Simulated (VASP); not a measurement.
# Cu (Fd-3m) in VASP: further runs

Cu is run at these levels: LDA; tasks: single point.

Everything below comes from runs of VASP 6.6.1. Logs are shortened: lines on timing, memory, paths and dates and some standing lists are left out, and cuts for length are marked.

## (1) The cell of the first run

The structure is cubic, space group Fd-3m (No. 227). Conventional cell: a = 4.780 Å, b = 4.780 Å, c = 4.780 Å, α = 90.00°, β = 90.00°, γ = 90.00°. Within 2.7 Å of Cu (site symmetry -43m) lie 4 Cu at 2.07 Å.

## (2) Single point, LDA (volume scaled by 0.8)

File INCAR:

```
ALGO = Normal ; EDIFF = 1E-6
ENCUT = 520 ; GGA = CA
ISIF = 2 ; ISMEAR = -1
LASPH = True ; LCHARG = False
LREAL = False ; LWAVE = False
NBANDS = 18 ; NELM = 80
PREC = Accurate ; SIGMA = 0.08
```

File KPOINTS:

```
k-points
0
Gamma
  15 15 15
```

File POSCAR:

```
Cu
1.0
    0.0000000000      2.3898124183      2.3898124183
    2.3898124183      0.0000000000      2.3898124183
    2.3898124183      2.3898124183      0.0000000000
Cu
2
Direct
   -0.1250000000     -0.1250000000     -0.1250000000
    0.1250000000      0.1250000000      0.1250000000
```

Potentials or basis: VASP PAW LDA potentials, release 64 (Cu).

Launch:

```console
$ cat potpaw_LDA.64/Cu/POTCAR > POTCAR
$ mpirun -np 1 vasp_std > vasp.out
```

OUTCAR:

```text
EDIFF = 1E-6
   ENCUT = 520
   GGA = CA
   ISIF = 2
   ISMEAR = -1
   LASPH = True
   LREAL = False
   NELM = 80
   PREC = Accurate

 ion  position               nearest neighbor table
   1  0.875  0.875  0.875-   2 2.07   2 2.07   2 2.07   2 2.07
   2  0.125  0.125  0.125-   1 2.07   1 2.07   1 2.07   1 2.07

  LATTYP: Found a face centered cubic cell.
 ALAT       =     4.7796248366

  Lattice vectors:

 A1 = (   0.0000000000,   2.3898124183,   2.3898124183)
 A2 = (   2.3898124183,   0.0000000000,   2.3898124183)
 A3 = (   2.3898124183,   2.3898124183,   0.0000000000)

Analysis of symmetry for initial positions (statically):
=====================================================================
 Subroutine PRICEL returns:
 Original cell was already a primitive cell.

 Routine SETGRP: Setting up the symmetry group for a
 face centered cubic supercell.

 Subroutine GETGRP returns: Found 48 space group operations
 (whereof 12 operations were pure point group operations)
 out of a pool of 48 trial point group operations.

The static configuration has the point symmetry D_3d.
 The point group associated with its full space group is O_h .

Analysis of symmetry for dynamics (positions and initial velocities):
=====================================================================
 Subroutine PRICEL returns:
 Original cell was already a primitive cell.

 Routine SETGRP: Setting up the symmetry group for a
 face centered cubic supercell.

 Subroutine GETGRP returns: Found 48 space group operations
 (whereof 12 operations were pure point group operations)
 out of a pool of 48 trial point group operations.

The dynamic configuration has the point symmetry D_3d.
 The point group associated with its full space group is O_h .

 Subroutine INISYM returns: Found 48 space group operations
 (whereof 12 operations are pure point group operations),
 and found     1 'primitive' translations

----------------------------------------------------------------------------------------

                                     Primitive cell

  volume of cell :      27.2974

  direct lattice vectors                    reciprocal lattice vectors
     0.000000000  2.389812418  2.389812418    -0.209221442  0.209221442  0.209221442
     2.389812418  0.000000000  2.389812418     0.209221442 -0.209221442  0.209221442
     2.389812418  2.389812418  0.000000000     0.209221442  0.209221442 -0.209221442

  length of vectors
     3.379705133  3.379705133  3.379705133     0.362382167  0.362382167  0.362382167

  position of ions in fractional coordinates (direct lattice)
     0.875000000  0.875000000  0.875000000
     0.125000000  0.125000000  0.125000000

  ion indices of the primitive-cell ions
   primitive index   ion index
                 1           1
                 2           2

----------------------------------------------------------------------------------------

 KPOINTS: k-points

Automatic generation of k-mesh.
 Grid dimensions read from file:
 generate k-points for:   15   15   15

 Generating k-lattice:

  Cartesian coordinates                     Fractional coordinates (reciprocal lattice)
    -0.013948096  0.013948096  0.013948096     0.066666667  0.000000000  0.000000000
     0.013948096 -0.013948096  0.013948096     0.000000000  0.066666667  0.000000000
     0.013948096  0.013948096 -0.013948096     0.000000000  0.000000000  0.066666667

  Length of vectors
     0.024158811  0.024158811  0.024158811

  Shift w.r.t. Gamma in fractional coordinates (k-lattice)
     0.000000000  0.000000000  0.000000000

 Subroutine IBZKPT returns following result:
 ===========================================

 Found    120 irreducible k-points:

 Following reciprocal coordinates:
            Coordinates               Weight
  0.000000  0.000000  0.000000      1.000000
  0.066667  0.000000  0.000000      8.000000
  0.133333  0.000000  0.000000      8.000000
  0.200000  0.000000  0.000000      8.000000
  0.266667  0.000000  0.000000      8.000000
  0.333333  0.000000  0.000000      8.000000
[... 16 lines left out ...]
  0.133333  0.133333  0.000000      6.000000
  0.200000  0.133333  0.000000     24.000000
 [... further k-points ...]
   k-points           NKPTS =    120   k-points in BZ     NKDIM =    120   number of bands    NBANDS=     18
   number of dos      NEDOS =    301   number of ions     NIONS =      2
   total plane-waves  NPLWV =  21952
   dimension x,y,z NGX =    28 NGY =   28 NGZ =   28
   dimension x,y,z NGXF=    56 NGYF=   56 NGZF=   56
   ions per type =               2
   NGX,Y,Z   is equivalent  to a cutoff of  13.77, 13.77, 13.77 a.u.
   NGXF,Y,Z  is equivalent  to a cutoff of  27.55, 27.55, 27.55 a.u.
 SYSTEM =  unknown system
   PREC   = accura    normal or accurate (medium, high low for compatibility)
   ISTART =      0    job   : 0-new  1-cont  2-samecut
   ICHARG =      2    charge: 1-file 2-atom 10-const
   ISPIN  =      1    spin polarized calculation?
   LNONCOLLINEAR =      F non collinear calculations
   LSORBIT =      F    spin-orbit coupling
   LASPH  =      T    aspherical Exc in radial PAW
   ENCUT  =  520.0 eV  38.22 Ry    6.18 a.u.   6.28  6.28  6.28*2*pi/ulx,y,z
   NELM   =     80;   NELMIN=  2; NELMDL= -5     # of ELM steps
   EDIFF  = 0.1E-05   stopping-criterion for ELM
   LREAL  =      F    real-space projection
[... 7 lines left out ...]
   TEBEG  =    0.0;   TEEND  =   0.0 temperature during run
   PSTRESS=    0.0 pullay stress
   NELECT =      22.0000    total number of electrons
   NUPDOWN=      -1.0000    fix difference up-down
   EMIN   =  10.00;   EMAX   =-10.00  energy-range for DOS
   EFERMI =   0.00;   METHOD = LEGACY
   ISMEAR =    -1;   SIGMA  =   0.08  broadening in eV -4-tet -1-fermi 0-gaus
   EFERMI_NEDOS =   21; number of points for ismear=-14 and -15
   IALGO  =     38    algorithm
   IMIX   =      4    mixing-type and parameters
     AMIX     =   0.40;   BMIX     =  1.00
     AMIX_MAG =   1.60;   BMIX_MAG =  1.00
  volume/ion in A,a.u.               =      13.65        92.11
  Fermi-wavevector in a.u.,A,eV,Ry     =   1.523498  2.878994 31.579754  2.321046
  Thomas-Fermi vector in A             =   2.631933
   LORBIT       =      0    0 simple, 1 ext, 2 COOP (PROOUT), +10 PAW based schemes
   GGA     = CA    functional components
   LHFCALC =     F    Hartree Fock is set to
   AEXX    =    0.0000 exact exchange contribution
   IVDW    =     0    specifies the selected vdW correction
   LEPSILON=     F    determine dielectric tensor
   LRPA    =     F    only Hartree local field effects (RPA)
 non-spin polarized calculation
  energy-cutoff  :      520.00
  volume of cell :       27.30
 maximum number of plane-waves:       751
 NGX is ok and might be reduce to    28
   NGX = 13   NGY = 13   NGZ = 13

 number of electron      22.0000020 magnetization

 Free energy of the ion-electron system (eV)
  ---------------------------------------------------
  ext. energy  EPLUGINS =         0.00000000
  ---------------------------------------------------
  free energy    TOTEN  =        -6.43419401 eV

  energy without entropy =       -6.41960587  energy(sigma->0) =       -6.42689994

 E-fermi :   5.7856     XC(G=0): -11.9889

 val. band max:        5.7615047362   @ k =  -0.4000   0.4000   0.0667
 cond. band min:       5.8307185120   @ k =  -0.4000   0.2667   0.0000
 fundamental gap:      0.0692137758
 Fermi energy:         5.7856156675

 k-point     1 :       0.0000    0.0000    0.0000
  band No.  band energies     occupation
      1      -2.5623      2.00000
      2       1.3746      2.00000
      3       1.3746      2.00000
      4       1.4306      2.00000
      5       1.4306      2.00000
      6       1.4306      2.00000
[... 10 lines left out ...]
     17      18.6661      0.00000
     18      21.4530      0.00000

 k-point     2 :       0.0667    0.0000    0.0000
  band No.  band energies     occupation
      1      -2.4716      2.00000
      2       1.2942      2.00000
      3       1.2942      2.00000
      4       1.4345      2.00000
      5       1.5297      2.00000
      6       1.5297      2.00000
[... 10 lines left out ...]
     17      19.6100      0.00000
     18      21.5511      0.00000

 k-point     3 :       0.1333    0.0000    0.0000
  band No.  band energies     occupation
      1      -2.2027      2.00000
      2       1.2218      2.00000
      3       1.2218      2.00000
      4       1.4484      2.00000
      5       1.6499      2.00000
      6       1.6499      2.00000
[... 10 lines left out ...]
     17      20.3077      0.00000
     18      21.6053      0.00000

 k-point     4 :       0.2000    0.0000    0.0000
  band No.  band energies     occupation
      1      -1.7670      2.00000
      2       1.1861      2.00000
      3       1.1861      2.00000
      4       1.4774      2.00000
      5       1.7404      2.00000
      6       1.7404      2.00000
[... 10 lines left out ...]
     17      20.5939      0.00000
     18      21.4671      0.00000

 k-point     5 :       0.2667    0.0000    0.0000
  band No.  band energies     occupation
      1      -1.1898      2.00000
      2       1.1900      2.00000
      3       1.1900      2.00000
      4       1.5237      2.00000
      5       1.7721      2.00000
      6       1.7721      2.00000
[... 10 lines left out ...]
     17      20.1294      0.00000
     18      21.2554      0.00000

 k-point     6 :       0.3333    0.0000    0.0000
  band No.  band energies     occupation
      1      -0.5233      2.00000
      2       1.2321      2.00000
      3       1.2321      2.00000
      4       1.5682      2.00000
      5       1.7367      2.00000
      6       1.7367      2.00000
[... 307 lines left out ...]
 k-point    21 :      -0.1333    0.0667    0.0000
  band No.  band energies     occupation
      1      -1.9964      2.00000
      2       1.1227      2.00000
      3       1.2813      2.00000
      4       1.4562      2.00000
      5       1.6401      2.00000
      6       1.7688      2.00000
[... 10 lines left out ...]
     17      20.9452      0.00000
     18      21.2786      0.00000

 k-point    22 :      -0.0667    0.0667    0.0000
  band No.  band energies     occupation
      1      -2.3213      2.00000
      2       1.1912      2.00000
      3       1.3071      2.00000
      4       1.4432      2.00000
      5       1.5552      2.00000
      6       1.6505      2.00000
[... 10 lines left out ...]
     17      20.2710      0.00000
     18      21.4422      0.00000

 k-point    23 :       0.1333    0.1333    0.0000
  band No.  band energies     occupation
      1      -2.0813      2.00000
      2       1.0405      2.00000
      3       1.4551      2.00000
      4       1.4551      2.00000
      5       1.5070      2.00000
      6       1.7986      2.00000
[... 10 lines left out ...]
     17      22.3516      0.00000
     18      22.3516      0.00000

 k-point    24 :       0.2000    0.1333    0.0000
  band No.  band energies     occupation
      1      -1.7584      2.00000
      2       0.9744      2.00000
      3       1.4277      2.00000
      4       1.4672      2.00000
      5       1.6119      2.00000
      6       1.8992      2.00000
[... 10 lines left out ...]
     17      22.7251      0.00000
     18      23.1904      0.00000

 [... further k-points ...]
[... 5 lines left out ...]
  --------------------------------------------------------------------------------------
  -------------------------------------------------------------------------------------
  Total        5.2172147      5.2172147      5.2172147      0.0000000      0.0000000      0.0000000
  in kB      306.2159858    306.2159858    306.2159858      0.0000000      0.0000000      0.0000000
  external PRESSURE =     306.2159858 kB  Pullay stress =       0.0000000 kB

 VOLUME and BASIS-vectors are now :
 -----------------------------------------------------------------------------
  energy-cutoff  :      520.00
  volume of cell :       27.30
      direct lattice vectors                 reciprocal lattice vectors
     0.000000000  2.389812418  2.389812418    -0.209221442  0.209221442  0.209221442
     2.389812418  0.000000000  2.389812418     0.209221442 -0.209221442  0.209221442
     2.389812418  2.389812418  0.000000000     0.209221442  0.209221442 -0.209221442

 POSITION                                       TOTAL-FORCE (eV/Angst)
 -----------------------------------------------------------------------------------
      4.18217      4.18217      4.18217        -0.000000     -0.000000     -0.000000
      0.59745      0.59745      0.59745         0.000000      0.000000      0.000000
 -----------------------------------------------------------------------------------
    total drift:                                0.000000      0.000000     -0.000000

  FREE ENERGIE OF THE ION-ELECTRON SYSTEM (eV)
  ---------------------------------------------------
  free  energy   TOTEN  =        -6.4341940061 eV

  energy  without entropy=       -6.4196058727  energy(sigma->0) =       -6.42689994
```

Run time: 46 s. Hardware: 1 thread of AMD EPYC 9R14 (Zen 4), shared host; peak memory 0.14 GiB.

What came out:

* Free energy: -6.4342 eV
* Pressure: 30.6 GPa
* Band gap on the k mesh: zero (band 11 reaches 6.44 eV, above the bottom of band 12 at 5.52 eV)

(Continued in part 2 of 2.)
